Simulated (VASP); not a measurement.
A run of VASP 6.6.1 is set up as follows.

The input INCAR:

```
PREC = Accurate
ENCUT = 400
EDIFF = 1E-6
ISMEAR = -1
SIGMA = 0.05
LREAL = Auto
LASPH = T
NELM = 120
ALGO = Normal
ISIF = 2
LWAVE = F
LCHARG = F
GGA = PS
NBANDS = 144
GGA_COMPAT = F
NELMDL = -8
```

Contents of KPOINTS:

```
regular mesh
0
Gamma
  2 1 1
```

The input POSCAR:

```
TiSi40H16Cl4
1.0
    7.6791800000      0.0000000000      0.0000000000
    0.0000000000     15.3583590000      0.0000000000
    0.0000000000      0.0000000000     20.2555000000
H Si Ti Cl
16 40 1 4
Direct
    0.4093920184      0.0000000000      0.0493693071
    0.0906079816      0.0000000000      0.0493693071
    0.9093920184      0.0000000000      0.0493693071
    0.5906079816      0.0000000000      0.0493693071
    0.4093920184      0.2500000163      0.0493693071
    0.0906079816      0.2500000163      0.0493693071
    0.9093920184      0.2500000163      0.0493693071
    0.5906079816      0.2500000163      0.0493693071
    0.4093920184      0.5000000326      0.0493693071
    0.0906079816      0.5000000326      0.0493693071
    0.9093920184      0.5000000326      0.0493693071
    0.5906079816      0.5000000326      0.0493693071
    0.4093920184      0.7499999837      0.0493693071
    0.0906079816      0.7499999837      0.0493693071
    0.9093920184      0.7499999837      0.0493693071
    0.5906079816      0.7499999837      0.0493693071
    0.2500000000      0.0000000000      0.0920984424
    0.7500000000      0.0000000000      0.0920984424
    0.2500000000      0.2500000163      0.0920984424
    0.7500000000      0.2500000163      0.0920984424
    0.2500000000      0.5000000326      0.0920984424
    0.7500000000      0.5000000326      0.0920984424
    0.2500000000      0.7499999837      0.0920984424
    0.7500000000      0.7499999837      0.0920984424
    0.2495588071      0.1252562855      0.1557025993
    0.7500204449      0.1252433935      0.1557132631
    0.2489462417      0.3745650821      0.1603312681
    0.7490866212      0.3755949447      0.1615939374
    0.2457994213      0.6247997589      0.1565005554
    0.7399744504      0.6250510878      0.1556555503
    0.2491579830      0.8742030968      0.1621898744
    0.7470103579      0.8749196447      0.1614011503
   -0.0002371347      0.1212623692      0.2201893807
    0.4997568751      0.1219401760      0.2198927699
    0.0009094721      0.3764173633      0.2298158525
    0.4964599085      0.3769998474      0.2298813162
   -0.0101631945      0.6226434738      0.2187802325
    0.4929949552      0.6272404493      0.2243544223
   -0.0041320818      0.8752781466      0.2300508010
    0.4986752492      0.8746347185      0.2324376095
   -0.0005646436      0.0044425970      0.2944403742
    0.4992017377      0.0055678475      0.2942082397
    0.0008356361      0.2459213904      0.2923006097
    0.4985317443      0.2462402396      0.2922900940
    0.0176591772      0.5050681521      0.2954799931
    0.4768217440      0.5054390251      0.2961997482
   -0.0233030089      0.7422482441      0.2880866431
    0.4904069184      0.7459668705      0.3000269063
    0.2492172341      0.0315934144      0.3597190886
    0.7494832782      0.0332990002      0.3589865469
    0.2496952800      0.1722144924      0.3228670731
    0.7496636360      0.1739610332      0.3223372417
    0.2432600877      0.5443852432      0.3719338451
    0.7470525499      0.5556462119      0.3269624053
    0.2190732604      0.7026665414      0.3488956580
    0.7436494522      0.7026731176      0.3607502654
    0.8168037473      0.6916683612      0.4912175952
    1.0760852070      0.7889923005      0.4312524500
    1.0450214736      0.6099705704      0.5073451655
    0.7743278579      0.7998966556      0.5594631088
    0.6146716186      0.6018597430      0.5260150083
```

Potentials or basis: VASP PAW PBE potentials, release 64 (H, Si, Ti_sv, Cl).

The run is started by

```bash
$ cat potpaw_PBE.64/H/POTCAR potpaw_PBE.64/Si/POTCAR potpaw_PBE.64/Ti_sv/POTCAR potpaw_PBE.64/Cl/POTCAR > POTCAR
$ mpirun -np 1 vasp_std > vasp.out
```

Q: What does it give for the largest force?

A: 0.889 eV/Å.

Q: Predict the band gap on the k mesh.

A: 0.44 eV (least direct gap 0.60 eV).

Forces in eV/Å, atoms in the order of the input:
```
H   -0.451 -0.096 -0.049
H    0.459 -0.099 -0.054
H   -0.454 -0.107 -0.044
H    0.473 -0.049 -0.084
H   -0.492  0.091 -0.052
H    0.494  0.086 -0.063
H   -0.476  0.125 -0.035
H    0.487  0.108 -0.041
H   -0.461 -0.077 -0.040
H    0.482 -0.073 -0.051
H   -0.449 -0.008  0.010
H    0.498 -0.178 -0.109
H   -0.465  0.031 -0.031
H    0.488  0.063 -0.058
H   -0.470  0.037 -0.022
H    0.492  0.097 -0.084
Si   0.005 -0.309  0.245
Si  -0.116 -0.256  0.148
Si  -0.020  0.139  0.069
Si  -0.021  0.242  0.222
Si   0.021 -0.173  0.153
Si  -0.293 -0.173  0.144
Si  -0.047  0.257  0.238
Si  -0.100  0.306  0.146
Si   0.000  0.002 -0.003
Si  -0.002  0.001 -0.001
Si  -0.004  0.002  0.003
Si  -0.006  0.002  0.008
Si  -0.015 -0.006 -0.019
Si  -0.048  0.006  0.010
Si  -0.008  0.007 -0.004
Si  -0.011 -0.001 -0.005
Si   0.001  0.000  0.000
Si  -0.002  0.007 -0.005
Si  -0.005  0.011  0.016
Si  -0.013  0.015  0.019
Si  -0.033 -0.009 -0.029
Si  -0.056  0.024  0.019
Si  -0.006  0.037 -0.033
Si  -0.020 -0.001  0.014
Si  -0.007 -0.009 -0.002
Si   0.003  0.007  0.000
Si   0.001  0.008  0.006
Si  -0.004  0.011  0.006
Si   0.009  0.016  0.011
Si  -0.042  0.022  0.028
Si  -0.066 -0.002 -0.063
Si  -0.091  0.050  0.036
Si  -0.003 -0.023  0.019
Si  -0.003 -0.016  0.037
Si  -0.001  0.005  0.003
Si  -0.002 -0.006  0.005
Si  -0.032  0.022  0.097
Si  -0.027  0.026 -0.009
Si  -0.192  0.127  0.197
Si  -0.055  0.051 -0.063
Ti   0.215  0.023 -0.228
Cl   0.833 -0.305 -0.058
Cl   0.019 -0.278  0.063
Cl   0.123  0.061 -0.247
Cl  -0.036  0.127 -0.388
```

Caveat: the PAW data sets were made with another functional, which shifts forces and pressure a little.
